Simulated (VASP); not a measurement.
# Be3ZnSe4 (Amm2) in VASP: notebook

Runs on Be3ZnSe4. Level: PBE. Tasks: single point.

Everything below comes from runs of VASP 6.6.1. Logs are shortened: lines on timing, memory, paths and dates and some standing lists are left out, and cuts for length are marked.

## Step 1: The cell of the first run

Symmetry: Amm2, No. 38, orthorhombic system. The conventional cell has a = 3.752 Å, b = 7.504 Å, c = 10.613 Å, α = 90.00°, β = 90.00°, γ = 90.00°. Be (site symmetry m) has 4 Se at 2.30 Å within 3.0 Å. Be (site symmetry mm2) has 4 Se at 2.30 Å within 3.0 Å. Zn (site symmetry mm2) has 4 Se at 2.30 Å within 3.0 Å. Se (site symmetry m) has 3 Be at 2.30 Å and 1 Zn at 2.30 Å within 3.0 Å. Within 3.0 Å of Se (site symmetry mm2) lie 2 Be at 2.30 Å and 2 Zn at 2.30 Å. Se (site symmetry mm2) has 4 Be at 2.30 Å within 3.0 Å.

## Step 2: Single point, PBE

File INCAR:

```
PREC = Accurate
ENCUT = 520
EDIFF = 1E-6
ISMEAR = 0
SIGMA = 0.1
LREAL = False
LASPH = True
NELM = 100
ALGO = Normal
ISIF = 2
LWAVE = False
LCHARG = False
GGA = PE
NBANDS = 31
```

File KPOINTS:

```
Automatic mesh
0
Gamma
  4 4 4
```

File POSCAR:

```
Be3ZnSe4
1.0
    3.7521981900      0.0000000000      0.0000000000
    0.0000000000      3.7521981900      5.3064095700
    0.0000000000     -3.7521981900      5.3064095700
Be Zn Se
3 1 4
Direct
    0.0000000000      0.5000000000      0.0000000000
    0.5000000000      0.5000000000      0.5000000000
    0.0000000000      0.0000000000      0.5000000000
    0.5000000000      0.0000000000      0.0000000000
    0.5000000000      0.3750000000      0.8750000000
    0.0000000000      0.8750000000      0.8750000000
    0.0000000000      0.3750000000      0.3750000000
    0.5000000000      0.8750000000      0.3750000000
```

Potentials or basis: VASP PAW PBE potentials, release 64 (Be, Zn, Se).

The run is started by

```console
cat potpaw_PBE.64/Be/POTCAR potpaw_PBE.64/Zn/POTCAR potpaw_PBE.64/Se/POTCAR > POTCAR
mpirun -np 1 vasp_std > vasp.out
```

OUTCAR:

```text
PREC = Accurate
   ENCUT = 520
   EDIFF = 1E-6
   ISMEAR = 0
   LREAL = False
   LASPH = True
   NELM = 100
   ISIF = 2
   GGA = PE

 ion  position               nearest neighbor table
   1  0.000  0.500  0.000-   5 2.30   6 2.30   7 2.30   5 2.30
   2  0.500  0.500  0.500-   5 2.30   7 2.30   8 2.30   7 2.30
   3  0.000  0.000  0.500-   6 2.30   7 2.30   8 2.30   8 2.30
   4  0.500  0.000  0.000-   5 2.30   6 2.30   8 2.30   6 2.30
   5  0.500  0.375  0.875-   1 2.30   2 2.30   4 2.30   1 2.30
   6  0.000  0.875  0.875-   1 2.30   3 2.30   4 2.30   4 2.30
   7  0.000  0.375  0.375-   1 2.30   2 2.30   3 2.30   2 2.30
   8  0.500  0.875  0.375-   2 2.30   3 2.30   4 2.30   3 2.30

  LATTYP: Found a base centered orthorhombic cell.
 ALAT       =     7.5043963800
 B/A-ratio  =     1.4142135626
 C/A-ratio  =     0.5000000000

  Lattice vectors:

 A1 = (   0.0000000000,   3.7521981900,  -5.3064095700)
 A2 = (   0.0000000000,   3.7521981900,   5.3064095700)
 A3 = (   3.7521981900,   0.0000000000,   0.0000000000)

Analysis of symmetry for initial positions (statically):
=====================================================================
 Subroutine PRICEL returns:
 Original cell was already a primitive cell.

 Routine SETGRP: Setting up the symmetry group for a
 base centered orthorhombic supercell.

 Subroutine GETGRP returns: Found  4 space group operations
 (whereof  4 operations were pure point group operations)
 out of a pool of  8 trial point group operations.

The static configuration has the point symmetry C_2v.

Analysis of symmetry for dynamics (positions and initial velocities):
=====================================================================
 Subroutine PRICEL returns:
 Original cell was already a primitive cell.

 Routine SETGRP: Setting up the symmetry group for a
 base centered orthorhombic supercell.

 Subroutine GETGRP returns: Found  4 space group operations
 (whereof  4 operations were pure point group operations)
 out of a pool of  8 trial point group operations.

The dynamic configuration has the point symmetry C_2v.

 Subroutine INISYM returns: Found  4 space group operations
 (whereof  4 operations are pure point group operations),
[... 104 lines left out ...]
   EDIFF  = 0.1E-05   stopping-criterion for ELM
   LREAL  =      F    real-space projection
   EDIFFG = 0.1E-04   stopping-criterion for IOM
   NSW    =      0    number of steps for IOM
   IBRION =     -1    ionic relax: 0-MD 1-quasi-New 2-CG
   NFREE  =      0    steps in history (QN), initial steepest desc. (CG)
   ISIF   =      2    stress and relaxation
   ISYM   =      2    0-nonsym 1-usesym 2-fastsym
   POTIM  = 0.5000    time-step for ionic-motion
   TEBEG  =    0.0;   TEEND  =   0.0 temperature during run
   PSTRESS=    0.0 pullay stress
   NELECT =      42.0000    total number of electrons
   NUPDOWN=      -1.0000    fix difference up-down
   EMIN   =  10.00;   EMAX   =-10.00  energy-range for DOS
   EFERMI =   0.00;   METHOD = LEGACY
   ISMEAR =     0;   SIGMA  =   0.10  broadening in eV -4-tet -1-fermi 0-gaus
   EFERMI_NEDOS =   21; number of points for ismear=-14 and -15
   IALGO  =     38    algorithm
   IMIX   =      4    mixing-type and parameters
     AMIX     =   0.40;   BMIX     =  1.00
     AMIX_MAG =   1.60;   BMIX_MAG =  1.00
  volume/ion in A,a.u.               =      18.68       126.04
  Fermi-wavevector in a.u.,A,eV,Ry     =   1.072401  2.026544 15.647294  1.150044
  Thomas-Fermi vector in A             =   2.208170
   LORBIT       =      0    0 simple, 1 ext, 2 COOP (PROOUT), +10 PAW based schemes
   GGA     = PE    functional components
   LHFCALC =     F    Hartree Fock is set to
   AEXX    =    0.0000 exact exchange contribution
   IVDW    =     0    specifies the selected vdW correction
   LEPSILON=     F    determine dielectric tensor
   LRPA    =     F    only Hartree local field effects (RPA)
 non-spin polarized calculation
 Gauss-broadening in eV      SIGMA  =   0.10
  energy-cutoff  :      520.00
  volume of cell :      149.42
 maximum number of plane-waves:      4078
 NGX is ok and might be reduce to    28
   NGX = 13   NGY = 25   NGZ = 25

 number of electron      42.0000004 magnetization

 Free energy of the ion-electron system (eV)
  ---------------------------------------------------
  ext. energy  EPLUGINS =         0.00000000
  ---------------------------------------------------
  free energy    TOTEN  =       -31.89627913 eV

  energy without entropy =      -31.89627913  energy(sigma->0) =      -31.89627913

 E-fermi :   3.2834     XC(G=0):  -9.3552

 val. band max:        2.8609912371   @ k =   0.0000   0.0000   0.0000
 cond. band min:       5.4661253643   @ k =   0.0000   0.0000   0.0000
 fundamental gap:      2.6051341272
 Fermi energy:         3.2834259114

 k-point     1 :       0.0000    0.0000    0.0000
  band No.  band energies     occupation
      1     -10.8642      2.00000
      2      -9.7353      2.00000
      3      -9.7027      2.00000
      4      -9.3045      2.00000
      5      -3.9378      2.00000
      6      -3.8236      2.00000
[... 703 lines left out ...]
     30       8.8485      0.00000
     31       8.9780      0.00000

------------------------ aborting loop because EDIFF is reached ----------------------------------------

  FORCE on cell =-STRESS in cart. coord.  units (eV):
  Direction    XX          YY          ZZ          XY          YZ          ZX
  --------------------------------------------------------------------------------------
  -------------------------------------------------------------------------------------
  Total        2.3777246      1.9037115      1.8406827      0.0000000      0.0000000      0.0000000
  in kB       25.4958700     20.4131213     19.7372761      0.0000000      0.0000000      0.0000000
  external PRESSURE =      21.8820891 kB  Pullay stress =       0.0000000 kB

 VOLUME and BASIS-vectors are now :
 -----------------------------------------------------------------------------
  energy-cutoff  :      520.00
  volume of cell :      149.42
      direct lattice vectors                 reciprocal lattice vectors
     3.752198190  0.000000000  0.000000000     0.266510443  0.000000000  0.000000000
     0.000000000  3.752198190  5.306409570     0.000000000  0.133255221  0.094225671
     0.000000000 -3.752198190  5.306409570     0.000000000 -0.133255221  0.094225671

 POSITION                                       TOTAL-FORCE (eV/Angst)
 -----------------------------------------------------------------------------------
      0.00000      1.87610      2.65320         0.000000      0.096705     -0.007410
      1.87610      0.00000      5.30641         0.000000      0.000000      0.059279
      0.00000     -1.87610      2.65320         0.000000     -0.096705     -0.007410
      1.87610      0.00000      0.00000         0.000000      0.000000     -0.049036
      1.87610     -1.87610      6.63301         0.000000      1.575045      1.117363
      0.00000      0.00000      9.28622         0.000000      0.000000     -2.242442
      0.00000      0.00000      3.97981         0.000000      0.000000      0.012294
      1.87610      1.87610      6.63301         0.000000     -1.575045      1.117363
 -----------------------------------------------------------------------------------
    total drift:                                0.000000      0.000000      0.000475

  FREE ENERGIE OF THE ION-ELECTRON SYSTEM (eV)
  ---------------------------------------------------
  free  energy   TOTEN  =       -31.8962791324 eV

  energy  without entropy=      -31.8962791324  energy(sigma->0) =      -31.89627913
```

It took 53 s on 1 thread of Intel Xeon 6975P-C (Granite Rapids), shared host; peak memory 0.29 GiB.

Results:

- Free energy: -31.8963 eV
- Pressure: 2.2 GPa
- Largest force: 2.242 eV/Å
- Band gap on the k mesh: 2.61 eV

Forces in eV/Å, atoms in the order of the input:
```
Be   0.000  0.097 -0.007
Be   0.000  0.000  0.059
Be   0.000 -0.097 -0.007
Zn   0.000  0.000 -0.049
Se   0.000  1.575  1.117
Se   0.000  0.000 -2.242
Se   0.000  0.000  0.012
Se   0.000 -1.575  1.117
```

Caveat: forces of over 1 eV/Å act on the atoms, so gaps and moduli don't describe the material at rest.

## Step 3: Single point, PBE

This run uses another cell than the first one, of 18.86 Å³/atom.

File INCAR:

```
SYSTEM = Be3ZnSe4
ALGO = Normal
EDIFF = 1E-6
ENCUT = 520
GGA = PE
ISIF = 2
ISMEAR = 0
LASPH = .True.
LCHARG = .False.
LREAL = .False.
LWAVE = .False.
NBANDS = 31
NELM = 60
PREC = Accurate
SIGMA = 0.02
```

File KPOINTS:

```
k-points
0
Gamma
  8 6 6
  0 0 0
```

File POSCAR:

```
Be3ZnSe4
1.0
    3.7554398265      0.0000000000      0.0000000000
    0.0000000000      3.7636446439      5.3377155643
    0.0000000000     -3.7636446439      5.3377155643
Be Zn Se
3 1 4
Direct
    0.0000000000      0.5003863364      0.9991741892
    0.5000000000      0.5003969803      0.5003969803
    0.0000000000      0.9991741892      0.5003863364
    0.5000000000      0.0014691993      0.0014691993
    0.5000000000      0.3943471935      0.8683964833
    0.0000000000      0.8608908232      0.8608908232
    0.0000000000      0.3749387947      0.3749387947
    0.5000000000      0.8683964833      0.3943471935
```

Potentials or basis: VASP PAW PBE potentials, release 64 (Be, Zn, Se).

The run is started by

```console
cat potpaw_PBE.64/Be/POTCAR potpaw_PBE.64/Zn/POTCAR potpaw_PBE.64/Se/POTCAR > POTCAR
mpirun -np 1 vasp_std > vasp.out
```

It took 2.9 min on 1 thread of Intel Xeon 6975P-C (Granite Rapids), shared host; peak memory 0.42 GiB.

The run converged. Its results:

| Item | Value |
| --- | --- |
| Free energy | -32.3367 eV |
| Pressure | 0.2 GPa |
| Largest force | 0.017 eV/Å |
| Band gap on the k mesh | 2.47 eV (least direct gap 2.50 eV) |

Forces in eV/Å, atoms in the order of the input:
```
Be   0.000 -0.001 -0.003
Be   0.000  0.000 -0.012
Be   0.000  0.001 -0.003
Zn   0.000  0.000  0.012
Se   0.000  0.005  0.009
Se   0.000  0.000 -0.017
Se   0.000  0.000  0.004
Se   0.000 -0.005  0.009
```

Levels at points of the mesh, in eV from the valence-band top:
| k point | band 17 | band 18 | band 19 | band 20 | band 21 | band 22 | band 23 | band 24 | band 25 | band 26 |
| --- | --- | --- | --- | --- | --- | --- | --- | --- | --- | --- |
| (0.00, 0.00, 0.00) | -1.27 | -1.04 | -0.21 | -0.17 | 0.00 | 2.50 | 2.88 | 3.39 | 3.66 | 3.92 |
| (0.50, 0.00, 0.00) | -3.25 | -3.21 | -2.89 | -1.51 | -1.00 | 4.45 | 4.66 | 5.62 | 5.71 | 6.26 |
| (0.00, 0.50, 0.00) | -2.01 | -1.02 | -1.00 | -0.55 | -0.34 | 3.58 | 3.65 | 3.75 | 4.02 | 5.35 |
| (0.50, 0.50, 0.00) | -2.83 | -2.23 | -2.19 | -1.92 | -1.60 | 3.57 | 3.62 | 3.83 | 3.99 | 6.02 |
| (0.00, 0.50, 0.50) | -1.94 | -1.65 | -1.51 | -1.36 | -0.71 | 3.34 | 3.68 | 4.45 | 4.88 | 5.00 |
| (0.50, 0.50, 0.50) | -2.61 | -1.49 | -1.18 | -1.04 | -0.89 | 2.47 | 2.56 | 2.93 | 3.67 | 3.71 |

A k mesh can miss the band edges.
